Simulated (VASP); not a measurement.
# KCl (Pm-3m) in VASP: notebook

KCl is run at these levels: PBEsol; tasks: single point.

Program: VASP 6.6.1. These are calculated values, not measurements. Logs are shortened: lines on timing, memory, paths and dates and some standing lists are left out, and cuts for length are marked.

### 1 The cell of the first run

Symmetry: Pm-3m, No. 221, cubic system. Conventional cell: a = 3.469 Å, b = 3.469 Å, c = 3.469 Å, α = 90.00°, β = 90.00°, γ = 90.00°. Within 4.0 Å of K (site symmetry m-3m) lie 8 Cl at 3.00 Å and 6 K at 3.47 Å. Cl (site symmetry m-3m) has 8 K at 3.00 Å and 6 Cl at 3.47 Å within 4.0 Å.

### 2 Single point, PBEsol (20.88 Å³/atom)

Input file INCAR:

```
SYSTEM = KCl
ALGO = Normal ; EDIFF = 1E-6
ENCUT = 500 ; GGA = PS
GGA_COMPAT = .False. ; ISIF = 2
ISMEAR = 0 ; LASPH = .True.
LCHARG = .False. ; LREAL = .False.
LWAVE = .False. ; NBANDS = 15
NELM = 120 ; PREC = Accurate
SIGMA = 0.05
```

Input file KPOINTS:

```
k-points
0
Gamma
  8 8 8
  0 0 0
```

Input file POSCAR:

```
KCl
1.0
    3.4693490010      0.0000000000      0.0000000000
    0.0000000000      3.4693490010      0.0000000000
    0.0000000000      0.0000000000      3.4693490010
K Cl
1 1
Direct
    0.0000000000      0.0000000000      0.0000000000
    0.5000000000      0.5000000000      0.5000000000
```

Potentials or basis: VASP PAW PBE potentials, release 64 (K_sv, Cl).

On the command line:

```console
cat potpaw_PBE.64/K_sv/POTCAR potpaw_PBE.64/Cl/POTCAR > POTCAR
mpirun -np 1 vasp_std > vasp.out
```

OUTCAR:

```text
SYSTEM = KCl
   EDIFF = 1E-6
   ENCUT = 500
   GGA = PS
   ISIF = 2
   ISMEAR = 0
   LASPH = .True.
   LREAL = .False.
   NELM = 120
   PREC = Accurate

 ion  position               nearest neighbor table
   1  0.000  0.000  0.000-   2 3.00   2 3.00   2 3.00   2 3.00   2 3.00   2 3.00   2 3.00   2 3.00

   2  0.500  0.500  0.500-   1 3.00   1 3.00   1 3.00   1 3.00   1 3.00   1 3.00   1 3.00   1 3.00

  LATTYP: Found a simple cubic cell.
 ALAT       =     3.4693490010

  Lattice vectors:

 A1 = (   3.4693490010,   0.0000000000,   0.0000000000)
 A2 = (   0.0000000000,   3.4693490010,   0.0000000000)
 A3 = (   0.0000000000,   0.0000000000,   3.4693490010)

Analysis of symmetry for initial positions (statically):
=====================================================================
 Subroutine PRICEL returns:
 Original cell was already a primitive cell.

 Routine SETGRP: Setting up the symmetry group for a
 simple cubic supercell.

 Subroutine GETGRP returns: Found 48 space group operations
 (whereof 48 operations were pure point group operations)
 out of a pool of 48 trial point group operations.

The static configuration has the point symmetry O_h .

Analysis of symmetry for dynamics (positions and initial velocities):
=====================================================================
 Subroutine PRICEL returns:
 Original cell was already a primitive cell.

 Routine SETGRP: Setting up the symmetry group for a
 simple cubic supercell.

 Subroutine GETGRP returns: Found 48 space group operations
 (whereof 48 operations were pure point group operations)
 out of a pool of 48 trial point group operations.

The dynamic configuration has the point symmetry O_h .

 Subroutine INISYM returns: Found 48 space group operations
 (whereof 48 operations are pure point group operations),
 and found     1 'primitive' translations

----------------------------------------------------------------------------------------

                                     Primitive cell

  volume of cell :      41.7584

  direct lattice vectors                    reciprocal lattice vectors
     3.469349001  0.000000000  0.000000000     0.288238514  0.000000000  0.000000000
     0.000000000  3.469349001  0.000000000     0.000000000  0.288238514  0.000000000
     0.000000000  0.000000000  3.469349001     0.000000000  0.000000000  0.288238514

  length of vectors
     3.469349001  3.469349001  3.469349001     0.288238514  0.288238514  0.288238514

  position of ions in fractional coordinates (direct lattice)
     0.000000000  0.000000000  0.000000000
     0.500000000  0.500000000  0.500000000

  ion indices of the primitive-cell ions
   primitive index   ion index
                 1           1
                 2           2

----------------------------------------------------------------------------------------

 KPOINTS: k-points

Automatic generation of k-mesh.
 Grid dimensions read from file:
 generate k-points for:    8    8    8

 Generating k-lattice:

  Cartesian coordinates                     Fractional coordinates (reciprocal lattice)
     0.036029814  0.000000000  0.000000000     0.125000000  0.000000000  0.000000000
     0.000000000  0.036029814  0.000000000     0.000000000  0.125000000  0.000000000
     0.000000000  0.000000000  0.036029814     0.000000000  0.000000000  0.125000000

  Length of vectors
     0.036029814  0.036029814  0.036029814

  Shift w.r.t. Gamma in fractional coordinates (k-lattice)
     0.000000000  0.000000000  0.000000000

 Subroutine IBZKPT returns following result:
 ===========================================

 Found     35 irreducible k-points:

 Following reciprocal coordinates:
            Coordinates               Weight
  0.000000  0.000000  0.000000      1.000000
  0.125000  0.000000  0.000000      6.000000
  0.250000  0.000000  0.000000      6.000000
  0.375000  0.000000  0.000000      6.000000
  0.500000  0.000000  0.000000      3.000000
  0.125000  0.125000  0.000000     12.000000
[... 16 lines left out ...]
  0.375000  0.375000  0.125000     24.000000
  0.500000  0.375000  0.125000     24.000000
 [... further k-points ...]
   k-points           NKPTS =     35   k-points in BZ     NKDIM =     35   number of bands    NBANDS=     15
   number of dos      NEDOS =    301   number of ions     NIONS =      2
   total plane-waves  NPLWV =  21952
   dimension x,y,z NGX =    28 NGY =   28 NGZ =   28
   dimension x,y,z NGXF=    56 NGYF=   56 NGZF=   56
   ions per type =               1   1
   NGX,Y,Z   is equivalent  to a cutoff of  13.42, 13.42, 13.42 a.u.
   NGXF,Y,Z  is equivalent  to a cutoff of  26.83, 26.83, 26.83 a.u.
 SYSTEM =  KCl
   PREC   = accura    normal or accurate (medium, high low for compatibility)
   ISTART =      0    job   : 0-new  1-cont  2-samecut
   ICHARG =      2    charge: 1-file 2-atom 10-const
   ISPIN  =      1    spin polarized calculation?
   LNONCOLLINEAR =      F non collinear calculations
   LSORBIT =      F    spin-orbit coupling
   LASPH  =      T    aspherical Exc in radial PAW
   ENCUT  =  500.0 eV  36.75 Ry    6.06 a.u.   6.33  6.33  6.33*2*pi/ulx,y,z
   NELM   =    120;   NELMIN=  2; NELMDL= -5     # of ELM steps
   EDIFF  = 0.1E-05   stopping-criterion for ELM
   LREAL  =      F    real-space projection
   EDIFFG = 0.1E-04   stopping-criterion for IOM
   NSW    =      0    number of steps for IOM
   IBRION =     -1    ionic relax: 0-MD 1-quasi-New 2-CG
   NFREE  =      0    steps in history (QN), initial steepest desc. (CG)
   ISIF   =      2    stress and relaxation
   ISYM   =      2    0-nonsym 1-usesym 2-fastsym
   POTIM  = 0.5000    time-step for ionic-motion
   TEBEG  =    0.0;   TEEND  =   0.0 temperature during run
   PSTRESS=    0.0 pullay stress
   NELECT =      16.0000    total number of electrons
   NUPDOWN=      -1.0000    fix difference up-down
   EMIN   =  10.00;   EMAX   =-10.00  energy-range for DOS
   EFERMI =   0.00;   METHOD = LEGACY
   ISMEAR =     0;   SIGMA  =   0.05  broadening in eV -4-tet -1-fermi 0-gaus
   EFERMI_NEDOS =   21; number of points for ismear=-14 and -15
   IALGO  =     38    algorithm
   IMIX   =      4    mixing-type and parameters
     AMIX     =   0.40;   BMIX     =  1.00
     AMIX_MAG =   1.60;   BMIX_MAG =  1.00
  volume/ion in A,a.u.               =      20.88       140.90
  Fermi-wavevector in a.u.,A,eV,Ry     =   1.189050  2.246979 19.236464  1.413840
  Thomas-Fermi vector in A             =   2.325166
   LORBIT       =      0    0 simple, 1 ext, 2 COOP (PROOUT), +10 PAW based schemes
   GGA     = PS    functional components
   LHFCALC =     F    Hartree Fock is set to
   AEXX    =    0.0000 exact exchange contribution
   IVDW    =     0    specifies the selected vdW correction
   LEPSILON=     F    determine dielectric tensor
   LRPA    =     F    only Hartree local field effects (RPA)
 non-spin polarized calculation
 Gauss-broadening in eV      SIGMA  =   0.05
  energy-cutoff  :      500.00
  volume of cell :       41.76
 maximum number of plane-waves:      1074
 NGX is ok and might be reduce to    28
   NGX = 13   NGY = 13   NGZ = 13

 number of electron      15.9999996 magnetization

 Free energy of the ion-electron system (eV)
  ---------------------------------------------------
  ext. energy  EPLUGINS =         0.00000000
  ---------------------------------------------------
  free energy    TOTEN  =        -6.68112316 eV

  energy without entropy =       -6.68112316  energy(sigma->0) =       -6.68112316

 E-fermi :   1.2366     XC(G=0):  -9.7059

 val. band max:        0.9230038356   @ k =   0.5000   0.5000   0.0000
 cond. band min:       6.8238803289   @ k =   0.0000   0.0000   0.0000
 fundamental gap:      5.9008764933
 Fermi energy:         1.2366030821

 k-point     1 :       0.0000    0.0000    0.0000
  band No.  band energies     occupation
      1     -26.6274      2.00000
      2     -12.3531      2.00000
      3      -9.9821      2.00000
      4      -9.9821      2.00000
      5      -9.9821      2.00000
      6       0.6759      2.00000
      7       0.6759      2.00000
      8       0.6759      2.00000
      9       6.8239      0.00000
     10       6.8239      0.00000
     11       7.1121      0.00000
     12      12.2425      0.00000
     13      12.2425      0.00000
     14      12.2425      0.00000
     15      15.6648      0.00000

 k-point     2 :       0.1250    0.0000    0.0000
  band No.  band energies     occupation
      1     -26.6168      2.00000
      2     -12.4024      2.00000
      3      -9.9681      2.00000
      4      -9.9681      2.00000
      5      -9.9505      2.00000
      6       0.1897      2.00000
      7       0.6537      2.00000
      8       0.6537      2.00000
      9       6.9891      0.00000
     10       7.2762      0.00000
     11       7.6722      0.00000
     12      12.1869      0.00000
     13      12.1869      0.00000
     14      12.3514      0.00000
     15      14.8355      0.00000

 k-point     3 :       0.2500    0.0000    0.0000
  band No.  band energies     occupation
      1     -26.5912      2.00000
      2     -12.5271      2.00000
      3      -9.9340      2.00000
      4      -9.9340      2.00000
      5      -9.8561      2.00000
      6      -0.7637      2.00000
      7       0.5982      2.00000
      8       0.5982      2.00000
      9       7.4710      0.00000
     10       8.2735      0.00000
     11       9.0249      0.00000
     12      12.1430      0.00000
     13      12.1430      0.00000
     14      12.6467      0.00000
     15      13.2169      0.00000
[... 343 lines left out ...]
 k-point    23 :       0.3750    0.3750    0.1250
  band No.  band energies     occupation
      1     -26.5023      2.00000
      2     -12.0749      2.00000
      3     -10.4641      2.00000
      4     -10.1798      2.00000
      5      -9.9276      2.00000
      6      -0.9002      2.00000
      7      -0.6991      2.00000
      8       0.4469      2.00000
      9       7.9292      0.00000
     10       9.2249      0.00000
     11      10.0873      0.00000
     12      10.4786      0.00000
     13      12.2774      0.00000
     14      13.0185      0.00000
     15      15.0020      0.00000

 k-point    24 :       0.5000    0.3750    0.1250
  band No.  band energies     occupation
      1     -26.4929      2.00000
      2     -11.9647      2.00000
      3     -10.4548      2.00000
      4     -10.3688      2.00000
      5      -9.9183      2.00000
      6      -0.9800      2.00000
      7      -0.7009      2.00000
      8       0.4798      2.00000
      9       7.6744      0.00000
     10       9.0979      0.00000
     11      10.0276      0.00000
     12      10.2506      0.00000
     13      12.8364      0.00000
     14      13.9151      0.00000
     15      14.7385      0.00000

 [... further k-points ...]
[... 5 lines left out ...]
  --------------------------------------------------------------------------------------
  -------------------------------------------------------------------------------------
  Total        2.2752442      2.2752442      2.2752442      0.0000000     -0.0000000     -0.0000000
  in kB       87.2960552     87.2960552     87.2960552      0.0000000     -0.0000000     -0.0000000
  external PRESSURE =      87.2960552 kB  Pullay stress =       0.0000000 kB

 VOLUME and BASIS-vectors are now :
 -----------------------------------------------------------------------------
  energy-cutoff  :      500.00
  volume of cell :       41.76
      direct lattice vectors                 reciprocal lattice vectors
     3.469349001  0.000000000  0.000000000     0.288238514  0.000000000  0.000000000
     0.000000000  3.469349001  0.000000000     0.000000000  0.288238514  0.000000000
     0.000000000  0.000000000  3.469349001     0.000000000  0.000000000  0.288238514

 POSITION                                       TOTAL-FORCE (eV/Angst)
 -----------------------------------------------------------------------------------
      0.00000      0.00000      0.00000         0.000000      0.000000      0.000000
      1.73467      1.73467      1.73467         0.000000      0.000000      0.000000
 -----------------------------------------------------------------------------------
    total drift:                               -0.000000      0.000000      0.000000

  FREE ENERGIE OF THE ION-ELECTRON SYSTEM (eV)
  ---------------------------------------------------
  free  energy   TOTEN  =        -6.6811231620 eV

  energy  without entropy=       -6.6811231620  energy(sigma->0) =       -6.68112316
```

Wall time 14 s (1 thread of Intel Xeon Platinum 8259CL at 2.50GHz (Skylake/Cascade Lake), shared host); peak memory 0.16 GiB.

What came out:

```yaml
Free_energy: -6.6811 eV
Pressure: 8.7 GPa
Band_gap_on_the_k_mesh: 5.90 eV (least direct gap 6.07 eV)
```

Caveat: the cell stands under pressure; the PAW data sets were made with another functional, which shifts forces and pressure a little. A k mesh can miss the band edges.

### 3 Single point, PBEsol (21.92 Å³/atom)

This run uses another cell than the first one, of 21.92 Å³/atom.

Input file INCAR:

```
SYSTEM = KCl
PREC = Accurate ; ENCUT = 500
EDIFF = 1E-6 ; ISMEAR = 0
SIGMA = 0.05 ; LREAL = .False.
LASPH = .True. ; NELM = 120
ALGO = Normal ; ISIF = 2
LWAVE = .False. ; LCHARG = .True.
GGA = PS ; LELF = .True.
LVHAR = .True. ; NBANDS = 15
GGA_COMPAT = .False.
```

Input file KPOINTS:

```
regular mesh
0
Gamma
  8 8 8
  0 0 0
```

Input file POSCAR:

```
KCl
1.0
    3.5262336851      0.0000000000      0.0000000000
    0.0000000000      3.5262336851      0.0000000000
    0.0000000000      0.0000000000      3.5262336851
K Cl
1 1
Direct
    0.0000000000      0.0000000000      0.0000000000
    0.5000000000      0.5000000000      0.5000000000
```

Potentials or basis: VASP PAW PBE potentials, release 64 (K_sv, Cl).

On the command line:

```console
cat potpaw_PBE.64/K_sv/POTCAR potpaw_PBE.64/Cl/POTCAR > POTCAR
mpirun -np 1 vasp_std > vasp.out
```

It took 15 s on 1 thread of Intel Xeon Platinum 8259CL at 2.50GHz (Skylake/Cascade Lake), shared host; peak memory 0.16 GiB.

It converged, with:

```yaml
Free_energy: -6.7777 eV
Pressure: 6.1 GPa
Band_gap_on_the_k_mesh: 5.88 eV (least direct gap 6.09 eV)
```

Levels at points of the mesh, in eV from the valence-band top:
```tsv
k point	band 6	band 7	band 8	band 9	band 10	band 11
(0.00, 0.00, 0.00)	-0.25	-0.25	-0.25	5.88	6.03	6.03
(0.50, 0.00, 0.00)	-2.60	-0.37	-0.37	7.82	8.89	9.60
(0.50, 0.50, 0.00)	-1.62	-1.62	0.00	6.09	7.41	8.97
(0.50, 0.50, 0.50)	-2.09	-2.09	-2.09	9.49	9.49	9.49
```

Caveat: the cell stands under pressure; the PAW data sets were made with another functional, which shifts forces and pressure a little. A k mesh can miss the band edges.

### 4 Single point, PBEsol (22.97 Å³/atom)

This run uses another cell than the first one, of 22.97 Å³/atom.

Input file INCAR:

```
PREC = Accurate ; ENCUT = 500
EDIFF = 1E-6 ; ISMEAR = 0
SIGMA = 0.05 ; LREAL = False
LASPH = True ; NELM = 120
ALGO = Normal ; ISIF = 2
LWAVE = False ; LCHARG = True
GGA = PS ; LELF = True
LVHAR = True ; NBANDS = 15
GGA_COMPAT = False
```

Input file KPOINTS:

```
regular mesh
0
Gamma
  8 8 8
```

Input file POSCAR:

```
KCl
1.0
    3.5813399873      0.0000000000      0.0000000000
    0.0000000000      3.5813399873      0.0000000000
    0.0000000000      0.0000000000      3.5813399873
K Cl
1 1
Direct
    0.0000000000      0.0000000000      0.0000000000
    0.5000000000      0.5000000000      0.5000000000
```

On the command line:

```console
cat potpaw_PBE.64/K_sv/POTCAR potpaw_PBE.64/Cl/POTCAR > POTCAR
mpirun -np 1 vasp_std > vasp.out
```

It took 15 s on 1 thread of Intel Xeon Platinum 8259CL at 2.50GHz (Skylake/Cascade Lake), shared host; peak memory 0.16 GiB.

The run converged. Its results:

* Free energy: -6.8433 eV
* Pressure: 4.0 GPa
* Band gap on the k mesh: 5.60 eV (least direct gap 5.84 eV)

Levels at points of the mesh, in eV from the valence-band top:
| k point | band 5 | band 6 | band 7 | band 8 | band 9 | band 10 | band 11 | band 12 |
| --- | --- | --- | --- | --- | --- | --- | --- | --- |
| (0.00, 0.00, 0.00) | -11.00 | -0.24 | -0.24 | -0.24 | 5.60 | 6.13 | 6.13 | 11.13 |
| (0.50, 0.00, 0.00) | -10.78 | -2.44 | -0.33 | -0.33 | 7.84 | 8.61 | 9.33 | 9.99 |
| (0.50, 0.50, 0.00) | -10.89 | -1.55 | -1.55 | 0.00 | 6.10 | 7.37 | 8.97 | 8.97 |
| (0.50, 0.50, 0.50) | -11.32 | -1.93 | -1.93 | -1.93 | 9.32 | 9.32 | 9.32 | 10.78 |

Caveat: the cell stands under pressure; the PAW data sets were made with another functional, which shifts forces and pressure a little. PBEsol gaps usually lie below the measured ones, often by a third to a half.

### 5 Overview

```tsv
cell	gap on the mesh (eV)	pressure (GPa)
a = 3.469 Å, 2 atoms	5.90	8.7
a = 3.526 Å, 2 atoms	5.88	6.1
a = 3.581 Å, 2 atoms	5.60	4.0
```

Alike in all rows: task single point; level PBEsol; potentials or basis VASP PAW PBE potentials, release 64 (K_sv, Cl); no spin polarisation; k mesh 8 × 8 × 8; cutoff (eV) 500; smearing gaussian 0.05 eV.

Caveats: the cell stands under pressure; the PAW data sets were made with another functional, which shifts forces and pressure a little.

Absolute energies hang on the potentials; compare differences alone.
